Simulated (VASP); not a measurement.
# Mo (Fd-3m) in VASP: further runs, part 2 of 2

VASP 6.6.1.

### 4 Single point, revPBE (volume scaled by 0.92)

The input, INCAR:

```
SYSTEM = Mo
PREC = Accurate
ENCUT = 520
EDIFF = 1E-6
ISMEAR = -1
SIGMA = 0.1
LREAL = .FALSE.
LASPH = .TRUE.
NELM = 80
ALGO = Normal
ISIF = 2
LWAVE = .FALSE.
LCHARG = .TRUE.
GGA = RE
LELF = .TRUE.
LVHAR = .TRUE.
NBANDS = 21
```

The input, KPOINTS:

```
regular mesh
0
G
  11 11 11
  0 0 0
```

The input, POSCAR:

```
Mo
1.0
    0.0000000000      2.7804848838      2.7804848838
    2.7804848838      0.0000000000      2.7804848838
    2.7804848838      2.7804848838      0.0000000000
Mo
2
Direct
    0.1250000000      0.1250000000      0.1250000000
    0.8750000000      0.8750000000      0.8750000000
```

Potentials or basis: VASP PAW PBE potentials, release 64 (Mo_sv).

Command:

```console
> cat potpaw_PBE.64/Mo_sv/POTCAR > POTCAR
> mpirun -np 1 vasp_std > vasp.out
```

OUTCAR:

```text
SYSTEM = Mo
   PREC = Accurate
   ENCUT = 520
   EDIFF = 1E-6
   ISMEAR = -1
   LREAL = .FALSE.
   LASPH = .TRUE.
   NELM = 80
   ISIF = 2
   GGA = RE

 ion  position               nearest neighbor table
   1  0.125  0.125  0.125-   2 2.41   2 2.41   2 2.41   2 2.41
   2  0.875  0.875  0.875-   1 2.41   1 2.41   1 2.41   1 2.41

  LATTYP: Found a face centered cubic cell.
 ALAT       =     5.5609697676

  Lattice vectors:

 A1 = (   0.0000000000,   2.7804848838,   2.7804848838)
[... 190 lines left out ...]
      3     -27.2429      2.00000
      4     -27.2429      2.00000
      5     -27.2429      2.00000
      6     -25.9345      2.00000
[... 565 lines left out ...]
     20      16.9861      0.00000
     21      17.1783      0.00000

 [... further k-points ...]
[... 5 lines left out ...]
  --------------------------------------------------------------------------------------
  -------------------------------------------------------------------------------------
  Total        2.8398575      2.8398575      2.8398575     -0.0000000     -0.0000000      0.0000000
  in kB      105.8316402    105.8316402    105.8316402     -0.0000000     -0.0000000      0.0000000
  external PRESSURE =     105.8316402 kB  Pullay stress =       0.0000000 kB

 VOLUME and BASIS-vectors are now :
 -----------------------------------------------------------------------------
  energy-cutoff  :      520.00
  volume of cell :       42.99
      direct lattice vectors                 reciprocal lattice vectors
     0.000000000  2.780484884  2.780484884    -0.179824750  0.179824750  0.179824750
     2.780484884  0.000000000  2.780484884     0.179824750 -0.179824750  0.179824750
     2.780484884  2.780484884  0.000000000     0.179824750  0.179824750 -0.179824750

 POSITION                                       TOTAL-FORCE (eV/Angst)
 -----------------------------------------------------------------------------------
      0.69512      0.69512      0.69512        -0.000000      0.000000     -0.000000
      4.86585      4.86585      4.86585         0.000000     -0.000000      0.000000
 -----------------------------------------------------------------------------------
    total drift:                               -0.000000      0.000000      0.000000

  FREE ENERGIE OF THE ION-ELECTRON SYSTEM (eV)
  ---------------------------------------------------
  free  energy   TOTEN  =       -16.5180394302 eV

  energy  without entropy=      -16.4359718328  energy(sigma->0) =      -16.47700563
```

stdout:

```text
POSCAR found type information on POSCAR Mo
 POSCAR found :  1 types and       2 ions
 scaLAPACK will be used
 -----------------------------------------------------------------------------
|                                                                             |
|                                                                             |
|     You enforced a specific xc type in the INCAR file but a different       |
|     I HOPE YOU KNOW WHAT YOU ARE DOING!                                     |
|                                                                             |
 -----------------------------------------------------------------------------

 LDA part: xc-table for (Slater+PW92), standard interpolation
 POSCAR, INCAR and KPOINTS ok, starting setup
 FFT: planning ... GRIDC
 FFT: planning ... GRID_SOFT
 FFT: planning ... GRID
 WAVECAR not read
 entering main loop
```

Wall time 28 s (1 thread of Intel Xeon 6975P-C (Granite Rapids), shared host); peak memory 0.19 GiB.

Results:

```yaml
Free_energy: -16.5180 eV
Pressure: 10.6 GPa
Band_gap_on_the_k_mesh: zero (band 14 reaches 7.95 eV, above the bottom of band 15 at 7.51 eV)
```

Levels at points of the mesh, in eV from the Fermi level:
```tsv
k point	band 10	band 11	band 12	band 13	band 14	band 15	band 16	band 17	band 18	band 19
(0.00, 0.00, 0.00)	-2.48	-2.48	-1.44	-1.44	-1.44	1.39	1.39	1.39	4.70	4.70
```

Caveat: the PAW data sets were made with another functional, which shifts forces and pressure a little.

### 5 Single point, revPBE (volume scaled by 0.96)

The input, INCAR:

```
SYSTEM = Mo
PREC = Accurate
ENCUT = 520
EDIFF = 1E-6
ISMEAR = -1
SIGMA = 0.1
LREAL = .FALSE.
LASPH = .TRUE.
NELM = 60
ALGO = Normal
ISIF = 2
LWAVE = .FALSE.
LCHARG = .FALSE.
GGA = RE
NBANDS = 21
```

The input, KPOINTS:

```
Automatic mesh
0
G
  11 11 11
  0 0 0
```

The input, POSCAR:

```
Mo
1.0
    0.0000000000      2.8202114637      2.8202114637
    2.8202114637      0.0000000000      2.8202114637
    2.8202114637      2.8202114637      0.0000000000
Mo
2
Direct
    0.1250000000      0.1250000000      0.1250000000
    0.8750000000      0.8750000000      0.8750000000
```

Potentials or basis: VASP PAW PBE potentials, release 64 (Mo_sv).

Command:

```console
> cat potpaw_PBE.64/Mo_sv/POTCAR > POTCAR
> mpirun -np 1 vasp_std > vasp.out
```

OUTCAR:

```text
SYSTEM = Mo
   PREC = Accurate
   ENCUT = 520
   EDIFF = 1E-6
   ISMEAR = -1
   LREAL = .FALSE.
   LASPH = .TRUE.
   NELM = 60
   ISIF = 2
   GGA = RE

 ion  position               nearest neighbor table
   1  0.125  0.125  0.125-   2 2.44   2 2.44   2 2.44   2 2.44
   2  0.875  0.875  0.875-   1 2.44   1 2.44   1 2.44   1 2.44

  LATTYP: Found a face centered cubic cell.
 ALAT       =     5.6404229274

  Lattice vectors:

 A1 = (   0.0000000000,   2.8202114637,   2.8202114637)
 A2 = (   2.8202114637,   0.0000000000,   2.8202114637)
 A3 = (   2.8202114637,   2.8202114637,   0.0000000000)

Analysis of symmetry for initial positions (statically):
=====================================================================
 Subroutine PRICEL returns:
 Original cell was already a primitive cell.

 Routine SETGRP: Setting up the symmetry group for a
 face centered cubic supercell.

 Subroutine GETGRP returns: Found 48 space group operations
 (whereof 12 operations were pure point group operations)
[... 161 lines left out ...]
  ---------------------------------------------------
  free energy    TOTEN  =       -16.60825398 eV

  energy without entropy =      -16.52067591  energy(sigma->0) =      -16.56446494

 E-fermi :   7.2270     XC(G=0): -10.9118

 val. band max:        7.2211998641   @ k =   0.1818   0.1818   0.0000
 cond. band min:       7.2291479282   @ k =  -0.4545   0.4545   0.0000
 fundamental gap:      0.0079480642
 Fermi energy:         7.2269864990

 k-point     1 :       0.0000    0.0000    0.0000
  band No.  band energies     occupation
      1     -53.2451      2.00000
      2     -52.5038      2.00000
      3     -27.6655      2.00000
      4     -27.6655      2.00000
      5     -27.6655      2.00000
      6     -26.4883      2.00000
[... 565 lines left out ...]
     20      16.1097      0.00000
     21      16.3086      0.00000

 [... further k-points ...]

------------------------ aborting loop because EDIFF is reached ----------------------------------------

  FORCE on cell =-STRESS in cart. coord.  units (eV):
  Direction    XX          YY          ZZ          XY          YZ          ZX
  --------------------------------------------------------------------------------------
  -------------------------------------------------------------------------------------
  Total        1.3855965      1.3855965      1.3855965      0.0000000      0.0000000     -0.0000000
  in kB       49.4848601     49.4848601     49.4848601      0.0000000      0.0000000     -0.0000000
  external PRESSURE =      49.4848601 kB  Pullay stress =       0.0000000 kB

 VOLUME and BASIS-vectors are now :
 -----------------------------------------------------------------------------
  energy-cutoff  :      520.00
  volume of cell :       44.86
      direct lattice vectors                 reciprocal lattice vectors
     0.000000000  2.820211464  2.820211464    -0.177291670  0.177291670  0.177291670
     2.820211464  0.000000000  2.820211464     0.177291670 -0.177291670  0.177291670
     2.820211464  2.820211464  0.000000000     0.177291670  0.177291670 -0.177291670

 POSITION                                       TOTAL-FORCE (eV/Angst)
 -----------------------------------------------------------------------------------
      0.70505      0.70505      0.70505        -0.000000      0.000000      0.000000
      4.93537      4.93537      4.93537         0.000000     -0.000000     -0.000000
 -----------------------------------------------------------------------------------
    total drift:                               -0.000000      0.000000      0.000000

  FREE ENERGIE OF THE ION-ELECTRON SYSTEM (eV)
  ---------------------------------------------------
  free  energy   TOTEN  =       -16.6082539751 eV

  energy  without entropy=      -16.5206759056  energy(sigma->0) =      -16.56446494
```

Wall time 26 s (1 thread of Intel Xeon 6975P-C (Granite Rapids), shared host); peak memory 0.19 GiB.

Results:

```
Free energy            : -16.6083 eV
Pressure               : 4.9 GPa
Band gap on the k mesh : zero (band 14 reaches 7.46 eV, above the bottom of band 15 at 7.01 eV)
```

Levels at points of the mesh, in eV from the Fermi level:
| k point | band 11 | band 12 | band 13 | band 14 | band 15 | band 16 | band 17 | band 18 |
| --- | --- | --- | --- | --- | --- | --- | --- | --- |
| (0.00, 0.00, 0.00) | -2.29 | -1.37 | -1.37 | -1.37 | 1.35 | 1.35 | 1.35 | 4.48 |

Caveat: the PAW data sets were made with another functional, which shifts forces and pressure a little.

### 6 The runs side by side

| cell | k mesh | gap on the mesh (eV) | pressure (GPa) |
| --- | --- | --- | --- |
| a = 4.043 Å, angles 60.0°, 2 atoms | 10 × 10 × 10 | none | 0.3 |
| a = 3.874 Å, angles 60.0°, 2 atoms | 11 × 11 × 11 | none | 17.6 |
| a = 3.932 Å, angles 60.0°, 2 atoms | 11 × 11 × 11 | none | 10.6 |
| a = 3.988 Å, angles 60.0°, 2 atoms | 11 × 11 × 11 | none | 4.9 |

Alike in all rows: task single point; level revPBE; potentials or basis VASP PAW PBE potentials, release 64 (Mo_sv); no spin polarisation; cutoff (eV) 520; smearing fermi-dirac 0.1 eV.

Caveats: the PAW data sets were made with another functional, which shifts forces and pressure a little.

Absolute energies hang on the potentials; compare differences alone.
